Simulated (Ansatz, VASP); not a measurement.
Sn in VASP and in Ansatz

Contents of INCAR:

```
SYSTEM = Sn
ALGO = Fast ; EDIFF = 1E-6
ENCUT = 520 ; GGA = PS
ISIF = 2 ; ISMEAR = 0
LASPH = .TRUE. ; LCHARG = .FALSE.
LREAL = .FALSE. ; LWAVE = .FALSE.
NBANDS = 21 ; NELM = 80
PREC = Accurate ; SIGMA = 0.15
```

File KPOINTS:

```
k-points
0
G
  22 22 22
  0 0 0
```

The input POSCAR:

```
Sn
1.0
   -2.7644050261      2.7644050261      1.5076363683
    2.7644050261     -2.7644050261      1.5076363683
    2.7644050261      2.7644050261     -1.5076363683
Sn
2
Direct
    0.7500000000      0.2500000000      0.5000000000
    0.0000000000      0.0000000000      0.0000000000
```

Input for Ansatz:

```yaml
crystal:
  lattice:
    - [-2.7644050261, 2.7644050261, 1.5076363683]
    - [2.7644050261, -2.7644050261, 1.5076363683]
    - [2.7644050261, 2.7644050261, -1.5076363683]
  atoms:
    - { symbol: Sn, position: [0.75, 0.25, 0.5] }
    - { symbol: Sn, position: [0.0, 0.0, 0.0] }
basis:
  ecutwfc: 420
kpoints:
  mp_grid: { grid: [22, 22, 22] }
hamiltonian:
  xc: pbesol
scf:
  occupations: { method: gaussian, width: 0.15 }
output:
  forces: true
  stress: true
  eigenvalues: true
```

Change from the starting cell: strain -0.050 along x and y, -0.050 along z, atoms carried along.

Alike in both runs: task single point; functional PBEsol; k mesh 22 × 22 × 22; occupations gaussian, width 0.15 eV; no spin polarisation.

```csv
,VASP,Ansatz
version,VASP 6.6.1,Ansatz 0.2.0
potentials or method,"VASP PAW PBE potentials, release 64 (Sn_d), cutoff 520 eV","scalar-relativistic, plane waves, PAW"
valence electrons in the cell,28,28
```

```tsv
	VASP	Ansatz	Ansatz less VASP
gap on the k mesh at the Fermi level (eV)	none	none	-
pressure (GPa)	12.5	12.5	-0.01
traceless stress, the component that is largest in VASP (GPa)	-0.93	-0.93	+0.002
```

VASP's potentials were made for PBE, not for PBEsol. A gap of «none» marks a metal or a gap that the smearing closes.
